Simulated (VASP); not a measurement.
# Rh (Fm-3m) in VASP: notebook

Runs on Rh. Level: PBE. Tasks: single point.

All numbers are computed with VASP 6.6.1; they aren't measurements. Logs are shortened: lines on timing, memory, paths and dates and some standing lists are left out, and cuts for length are marked.

### 1 The cell of the first run

Symmetry: Fm-3m, No. 225, cubic system. Conventional cell: a = 3.721 Å, b = 3.721 Å, c = 3.721 Å, α = 90.00°, β = 90.00°, γ = 90.00°. Rh (site symmetry m-3m) has 12 Rh at 2.63 Å within 3.5 Å.

### 2 Single point, PBE, collinear spin, zero start

The input, INCAR:

```
SYSTEM = Rh
ALGO = Normal
EDIFF = 1E-6
ENCUT = 500
GGA = PE
GGA_COMPAT = .FALSE.
ISIF = 2
ISMEAR = -1
ISPIN = 2
LASPH = .TRUE.
LCHARG = .FALSE.
LMAXMIX = 4
LORBIT = 11
LREAL = .FALSE.
LWAVE = .FALSE.
MAGMOM = 0
NBANDS = 18
NELM = 200
PREC = Accurate
SIGMA = 0.1
```

The input, KPOINTS:

```
k-points
0
G
  8 8 8
  0 0 0
```

The input, POSCAR:

```
Rh
1.0
    0.0000000000      1.8604950000      1.8604950000
    1.8604950000      0.0000000000      1.8604950000
    1.8604950000      1.8604950000      0.0000000000
Rh
1
Direct
    0.0000000000      0.0000000000      0.0000000000
```

Potentials or basis: VASP PAW PBE potentials, release 64 (Rh_pv).

Started as:

```bash
cat potpaw_PBE.64/Rh_pv/POTCAR > POTCAR
mpirun -np 1 vasp_std > vasp.out
```

OUTCAR:

```text
SYSTEM = Rh
   EDIFF = 1E-6
   ENCUT = 500
   GGA = PE
   ISIF = 2
   ISMEAR = -1
   ISPIN = 2
   LASPH = .TRUE.
   LORBIT = 11
   LREAL = .FALSE.
   NELM = 200
   PREC = Accurate

 ion  position               nearest neighbor table
   1  0.000  0.000  0.000-

  LATTYP: Found a face centered cubic cell.
 ALAT       =     3.7209900000

  Lattice vectors:

 A1 = (   0.0000000000,   1.8604950000,   1.8604950000)
 A2 = (   1.8604950000,   0.0000000000,   1.8604950000)
 A3 = (   1.8604950000,   1.8604950000,   0.0000000000)

Analysis of symmetry for initial positions (statically):
=====================================================================
 Subroutine PRICEL returns:
 Original cell was already a primitive cell.

 Routine SETGRP: Setting up the symmetry group for a
 face centered cubic supercell.

 Subroutine GETGRP returns: Found 48 space group operations
 (whereof 48 operations were pure point group operations)
 out of a pool of 48 trial point group operations.

The static configuration has the point symmetry O_h .

Analysis of symmetry for dynamics (positions and initial velocities):
=====================================================================
 Subroutine PRICEL returns:
 Original cell was already a primitive cell.

 Routine SETGRP: Setting up the symmetry group for a
 face centered cubic supercell.

 Subroutine GETGRP returns: Found 48 space group operations
 (whereof 48 operations were pure point group operations)
 out of a pool of 48 trial point group operations.

The dynamic configuration has the point symmetry O_h .

Analysis of structural, dynamic, and magnetic symmetry:
=====================================================================
 Subroutine PRICEL returns:
 Original cell was already a primitive cell.

 Routine SETGRP: Setting up the symmetry group for a
 face centered cubic supercell.

 Subroutine GETGRP returns: Found 48 space group operations
 (whereof 48 operations were pure point group operations)
 out of a pool of 48 trial point group operations.

The overall configuration has the point symmetry O_h .

 Subroutine INISYM returns: Found 48 space group operations
 (whereof 48 operations are pure point group operations),
 and found     1 'primitive' translations

----------------------------------------------------------------------------------------

                                     Primitive cell

  volume of cell :      12.8800

  direct lattice vectors                    reciprocal lattice vectors
     0.000000000  1.860495000  1.860495000    -0.268745683  0.268745683  0.268745683
     1.860495000  0.000000000  1.860495000     0.268745683 -0.268745683  0.268745683
     1.860495000  1.860495000  0.000000000     0.268745683  0.268745683 -0.268745683

  length of vectors
     2.631137262  2.631137262  2.631137262     0.465481178  0.465481178  0.465481178

  position of ions in fractional coordinates (direct lattice)
     0.000000000  0.000000000  0.000000000

  ion indices of the primitive-cell ions
   primitive index   ion index
                 1           1

----------------------------------------------------------------------------------------

 KPOINTS: k-points

Automatic generation of k-mesh.
 Grid dimensions read from file:
 generate k-points for:    8    8    8

 Generating k-lattice:

  Cartesian coordinates                     Fractional coordinates (reciprocal lattice)
    -0.033593210  0.033593210  0.033593210     0.125000000  0.000000000  0.000000000
     0.033593210 -0.033593210  0.033593210     0.000000000  0.125000000  0.000000000
     0.033593210  0.033593210 -0.033593210     0.000000000  0.000000000  0.125000000

  Length of vectors
     0.058185147  0.058185147  0.058185147

  Shift w.r.t. Gamma in fractional coordinates (k-lattice)
     0.000000000  0.000000000  0.000000000

 Subroutine IBZKPT returns following result:
 ===========================================

 Found     29 irreducible k-points:

 Following reciprocal coordinates:
            Coordinates               Weight
  0.000000  0.000000  0.000000      1.000000
  0.125000  0.000000  0.000000      8.000000
  0.250000  0.000000  0.000000      8.000000
  0.375000  0.000000  0.000000      8.000000
  0.500000  0.000000  0.000000      4.000000
  0.125000  0.125000  0.000000      6.000000
[... 16 lines left out ...]
  0.500000  0.250000  0.125000     48.000000
 -0.375000  0.250000  0.125000     24.000000
 [... further k-points ...]
   k-points           NKPTS =     29   k-points in BZ     NKDIM =     29   number of bands    NBANDS=     18
   number of dos      NEDOS =    301   number of ions     NIONS =      1
   total plane-waves  NPLWV =   8000
   dimension x,y,z NGX =    20 NGY =   20 NGZ =   20
   dimension x,y,z NGXF=    40 NGYF=   40 NGZF=   40
   ions per type =               1
   NGX,Y,Z   is equivalent  to a cutoff of  12.64, 12.64, 12.64 a.u.
   NGXF,Y,Z  is equivalent  to a cutoff of  25.27, 25.27, 25.27 a.u.
 SYSTEM =  Rh
   PREC   = accura    normal or accurate (medium, high low for compatibility)
   ISTART =      0    job   : 0-new  1-cont  2-samecut
   ICHARG =      2    charge: 1-file 2-atom 10-const
   ISPIN  =      2    spin polarized calculation?
   LNONCOLLINEAR =      F non collinear calculations
   LSORBIT =      F    spin-orbit coupling
   LASPH  =      T    aspherical Exc in radial PAW
   ENCUT  =  500.0 eV  36.75 Ry    6.06 a.u.   4.80  4.80  4.80*2*pi/ulx,y,z
   NELM   =    200;   NELMIN=  2; NELMDL= -5     # of ELM steps
   EDIFF  = 0.1E-05   stopping-criterion for ELM
   LREAL  =      F    real-space projection
   EDIFFG = 0.1E-04   stopping-criterion for IOM
   NSW    =      0    number of steps for IOM
   IBRION =     -1    ionic relax: 0-MD 1-quasi-New 2-CG
   NFREE  =      0    steps in history (QN), initial steepest desc. (CG)
   ISIF   =      2    stress and relaxation
   ISYM   =      2    0-nonsym 1-usesym 2-fastsym
   POTIM  = 0.5000    time-step for ionic-motion
   TEBEG  =    0.0;   TEEND  =   0.0 temperature during run
   PSTRESS=    0.0 pullay stress
   NELECT =      15.0000    total number of electrons
   NUPDOWN=      -1.0000    fix difference up-down
   EMIN   =  10.00;   EMAX   =-10.00  energy-range for DOS
   EFERMI =   0.00;   METHOD = LEGACY
   ISMEAR =    -1;   SIGMA  =   0.10  broadening in eV -4-tet -1-fermi 0-gaus
   EFERMI_NEDOS =   21; number of points for ismear=-14 and -15
   IALGO  =     38    algorithm
   IMIX   =      4    mixing-type and parameters
     AMIX     =   0.40;   BMIX     =  1.00
     AMIX_MAG =   1.60;   BMIX_MAG =  1.00
  volume/ion in A,a.u.               =      12.88        86.92
  Fermi-wavevector in a.u.,A,eV,Ry     =   1.722398  3.254860 40.363771  2.966653
  Thomas-Fermi vector in A             =   2.798470
   LORBIT       =     11    0 simple, 1 ext, 2 COOP (PROOUT), +10 PAW based schemes
   GGA     = PE    functional components
   LHFCALC =     F    Hartree Fock is set to
   AEXX    =    0.0000 exact exchange contribution
   IVDW    =     0    specifies the selected vdW correction
   LEPSILON=     F    determine dielectric tensor
   LRPA    =     F    only Hartree local field effects (RPA)
 spin polarized calculation
  energy-cutoff  :      500.00
  volume of cell :       12.88
 maximum number of plane-waves:       342
   NGX =  9   NGY =  9   NGZ =  9

 number of electron      14.9999995 magnetization       0.0000057

 number of electron      14.9999995 magnetization      -0.0000010

 Free energy of the ion-electron system (eV)
  ---------------------------------------------------
  ext. energy  EPLUGINS =         0.00000000
  ---------------------------------------------------
  free energy    TOTEN  =        -7.15544494 eV

  energy without entropy =       -7.10349737  energy(sigma->0) =       -7.12947115

 E-fermi :  13.1942     XC(G=0): -14.4515

 val. band max:       13.1572233260   @ k =  -0.3750   0.2500   0.0000
 cond. band min:      13.2601423432   @ k =   0.3750   0.0000   0.0000
 fundamental gap:      0.1029190172
 Fermi energy:        13.1941722505

 spin component 1

 k-point     1 :       0.0000    0.0000    0.0000
  band No.  band energies     occupation
      1     -33.3083      1.00000
      2     -33.3083      1.00000
      3     -33.3083      1.00000
      4       4.6979      1.00000
      5       9.7616      1.00000
      6       9.7616      1.00000
[... 10 lines left out ...]
     17      47.1740      0.00000
     18      47.1740      0.00000

 k-point     2 :       0.1250    0.0000    0.0000
  band No.  band energies     occupation
      1     -33.4477      1.00000
      2     -33.3268      1.00000
      3     -33.3268      1.00000
      4       5.3381      1.00000
      5       9.5002      1.00000
      6       9.9975      1.00000
[... 10 lines left out ...]
     17      45.0995      0.00000
     18      45.6807      0.00000
[... 442 lines left out ...]
 k-point    24 :      -0.3750    0.2500    0.1250
  band No.  band energies     occupation
      1     -34.1014      1.00000
      2     -33.6752      1.00000
      3     -33.5107      1.00000
      4       7.6851      1.00000
      5       8.5637      1.00000
      6      10.2403      1.00000
[... 10 lines left out ...]
     17      50.2029      0.00000
     18      50.2501      0.00000

 [... further k-points ...]

 spin component 2

 k-point     1 :       0.0000    0.0000    0.0000
  band No.  band energies     occupation
      1     -33.3083      1.00000
      2     -33.3083      1.00000
      3     -33.3083      1.00000
      4       4.6979      1.00000
      5       9.7616      1.00000
      6       9.7616      1.00000
[... 10 lines left out ...]
     17      47.1740      0.00000
     18      47.1740      0.00000

 k-point     2 :       0.1250    0.0000    0.0000
  band No.  band energies     occupation
      1     -33.4477      1.00000
      2     -33.3268      1.00000
      3     -33.3268      1.00000
      4       5.3381      1.00000
      5       9.5002      1.00000
      6       9.9975      1.00000
[... 10 lines left out ...]
     17      45.0995      0.00000
     18      45.6807      0.00000
[... 442 lines left out ...]
 k-point    24 :      -0.3750    0.2500    0.1250
  band No.  band energies     occupation
      1     -34.1014      1.00000
      2     -33.6752      1.00000
      3     -33.5107      1.00000
      4       7.6851      1.00000
      5       8.5637      1.00000
      6      10.2403      1.00000
[... 10 lines left out ...]
     17      50.2029      0.00000
     18      50.2501      0.00000

 [... further k-points ...]
[... 5 lines left out ...]
  --------------------------------------------------------------------------------------
  -------------------------------------------------------------------------------------
  Total        2.3583034      2.3583034      2.3583034     -0.0000000     -0.0000000      0.0000000
  in kB      293.3558432    293.3558432    293.3558432     -0.0000000     -0.0000000      0.0000000
  external PRESSURE =     293.3558432 kB  Pullay stress =       0.0000000 kB

 VOLUME and BASIS-vectors are now :
 -----------------------------------------------------------------------------
  energy-cutoff  :      500.00
  volume of cell :       12.88
      direct lattice vectors                 reciprocal lattice vectors
     0.000000000  1.860495000  1.860495000    -0.268745683  0.268745683  0.268745683
     1.860495000  0.000000000  1.860495000     0.268745683 -0.268745683  0.268745683
     1.860495000  1.860495000  0.000000000     0.268745683  0.268745683 -0.268745683

 POSITION                                       TOTAL-FORCE (eV/Angst)
 -----------------------------------------------------------------------------------
      0.00000      0.00000      0.00000        -0.000000     -0.000000     -0.000000
 -----------------------------------------------------------------------------------
    total drift:                                0.000000      0.000000      0.000000

  FREE ENERGIE OF THE ION-ELECTRON SYSTEM (eV)
  ---------------------------------------------------
  free  energy   TOTEN  =        -7.1554449435 eV

  energy  without entropy=       -7.1034973658  energy(sigma->0) =       -7.12947115

 total charge

# of ion       s       p       d       tot
------------------------------------------
    1        0.438   6.340   7.145  13.923

 magnetization (x)

# of ion       s       p       d       tot
------------------------------------------
    1        0.000  -0.000  -0.000  -0.000
```

Run time: 5.5 s. Hardware: 1 thread of Intel Xeon 6975P-C (Granite Rapids), shared host; peak memory 0.13 GiB.

What came out:

| Quantity | Value |
| --- | --- |
| Free energy | -7.1554 eV |
| Pressure | 29.3 GPa |
| Net moment | 0.00 μB per cell |
| Valence electrons inside the program's atomic spheres | Rh 13.92 |

Caveat: the k points lie up to 0.37 Å⁻¹ apart.

### 3 Single point, PBE, collinear spin, zero start

The input, INCAR:

```
PREC = Accurate
ENCUT = 500
EDIFF = 1E-6
ISMEAR = -1
SIGMA = 0.1
LREAL = False
LASPH = True
NELM = 200
ALGO = Normal
ISIF = 2
LWAVE = False
LCHARG = False
ISPIN = 2
MAGMOM = 0
LORBIT = 11
LMAXMIX = 4
GGA = PE
NBANDS = 18
GGA_COMPAT = False
```

The input, KPOINTS:

```
regular mesh
0
Gamma
  8 8 8
```

POSCAR is that of step 2.

Potentials or basis: VASP PAW PBE potentials, release 64 (Rh_pv).

Started as:

```bash
cat potpaw_PBE.64/Rh_pv/POTCAR > POTCAR
mpirun -np 1 vasp_std > vasp.out
```

OUTCAR:

```text
PREC = Accurate
   ENCUT = 500
   EDIFF = 1E-6
   ISMEAR = -1
   LREAL = False
   LASPH = True
   NELM = 200
   ISIF = 2
   ISPIN = 2
   LORBIT = 11
   GGA = PE

 ion  position               nearest neighbor table
   1  0.000  0.000  0.000-

  LATTYP: Found a face centered cubic cell.
 ALAT       =     3.7209900000

  Lattice vectors:

 A1 = (   0.0000000000,   1.8604950000,   1.8604950000)
 A2 = (   1.8604950000,   0.0000000000,   1.8604950000)
[... 1217 lines left out ...]
  -------------------------------------------------------------------------------------
  Total        2.3583034      2.3583034      2.3583034     -0.0000000     -0.0000000      0.0000000
  in kB      293.3558432    293.3558432    293.3558432     -0.0000000     -0.0000000      0.0000000
  external PRESSURE =     293.3558432 kB  Pullay stress =       0.0000000 kB

 VOLUME and BASIS-vectors are now :
 -----------------------------------------------------------------------------
  energy-cutoff  :      500.00
  volume of cell :       12.88
      direct lattice vectors                 reciprocal lattice vectors
     0.000000000  1.860495000  1.860495000    -0.268745683  0.268745683  0.268745683
     1.860495000  0.000000000  1.860495000     0.268745683 -0.268745683  0.268745683
     1.860495000  1.860495000  0.000000000     0.268745683  0.268745683 -0.268745683

 POSITION                                       TOTAL-FORCE (eV/Angst)
 -----------------------------------------------------------------------------------
      0.00000      0.00000      0.00000        -0.000000     -0.000000     -0.000000
 -----------------------------------------------------------------------------------
    total drift:                                0.000000      0.000000      0.000000

  FREE ENERGIE OF THE ION-ELECTRON SYSTEM (eV)
  ---------------------------------------------------
  free  energy   TOTEN  =        -7.1554449435 eV

  energy  without entropy=       -7.1034973658  energy(sigma->0) =       -7.12947115

 total charge

# of ion       s       p       d       tot
------------------------------------------
    1        0.438   6.340   7.145  13.923

 magnetization (x)

# of ion       s       p       d       tot
------------------------------------------
    1        0.000  -0.000  -0.000  -0.000
```

OSZICAR:

```text
N       E                     dE             d eps       ncg     rms          rms(c)
DAV:   1     0.129786210162E+03    0.12979E+03   -0.75713E+03  2104   0.877E+02
DAV:   2    -0.492625906315E+01   -0.13471E+03   -0.12739E+03  2274   0.293E+02
DAV:   3    -0.760863977549E+01   -0.26824E+01   -0.26674E+01  2336   0.432E+01
DAV:   4    -0.761679079889E+01   -0.81510E-02   -0.81503E-02  2298   0.242E+00
DAV:   5    -0.761683001844E+01   -0.39220E-04   -0.39220E-04  2302   0.150E-01    0.122E+01
DAV:   6    -0.717893308129E+01    0.43790E+00   -0.48264E-01  2196   0.913E+00    0.475E+00
DAV:   7    -0.715933192643E+01    0.19601E-01   -0.12126E-02  2280   0.138E+00    0.211E+00
DAV:   8    -0.715550848913E+01    0.38234E-02   -0.23407E-03  2202   0.532E-01    0.188E-01
DAV:   9    -0.715544202825E+01    0.66461E-04   -0.35542E-05  2262   0.630E-02    0.158E-02
DAV:  10    -0.715544523141E+01   -0.32032E-05   -0.16940E-06  2158   0.130E-02    0.654E-03
DAV:  11    -0.715544494353E+01    0.28788E-06   -0.54983E-08  1238   0.218E-03
   1 F= -.71554449E+01 E0= -.71294712E+01  d E =-.519476E-01  mag=    -0.0000
```

Wall time 5.4 s (1 thread of Intel Xeon 6975P-C (Granite Rapids), shared host); peak memory 0.13 GiB.

What came out:

```yaml
Free_energy: -7.1554 eV
Pressure: 29.3 GPa
Net_moment: 0.00 μB per cell
Valence_electrons_inside_the_program's_atomic_spheres: Rh 13.92
```

Caveat: the k points lie up to 0.37 Å⁻¹ apart.
